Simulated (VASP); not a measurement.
The system is SnO.

```
Sn O
1.0
     0.00000    2.70821    2.70821
     2.70821    0.00000    2.70821
     2.70821    2.70821    0.00000
Sn O
1 1
Direct
  0.00000 0.00000 0.00000
  0.25000 0.25000 0.25000
```

Base run:

```yaml
Program: VASP 6.6.1
Functional: PBEsol
Potentials_or_basis: VASP PAW PBE potentials, release 64 (Sn_d, O)
Cutoff: 600 eV
k_mesh: 6 × 6 × 6
Occupations: fermi-dirac, width 0.02 eV
Spin: no spin polarisation
```

Its results: band gap on the k mesh zero (bands 10 and 11 overlap by 0.15 eV); pressure -1.1 GPa.

Question: After a change of settings the same cell gave: band gap on the k mesh zero (bands 10 and 11 overlap by 0.22 eV); pressure -0.2 GPa. Which change was it?
A. spin from no spin polarisation to collinear spin, zero start; further incar settings from ALGO = Normal; EDIFF = 1e-06; NBANDS = 17 to ALGO = Normal; EDIFF = 1e-06; NBANDS = 21
B. functional from PBEsol to HF; cutoff from 600 eV to 520 eV; k mesh from 6 × 6 × 6 to 4 × 4 × 4
C. functional from PBEsol to PBE-based screened hybrid with 20 % exact exchange; cutoff from 600 eV to 520 eV; k mesh from 6 × 6 × 6 to 4 × 4 × 4

Answer: C.

Caveats: some runs use coarse meshes; the structure was generated, so it needn't be the stable form of SnO; the PAW data sets were made with another functional, which shifts forces and pressure a little; spin-orbit coupling is left out, which moves the levels of the heavy elements; semilocal functionals underestimate gaps, and a narrow one can read as zero (at least some runs).
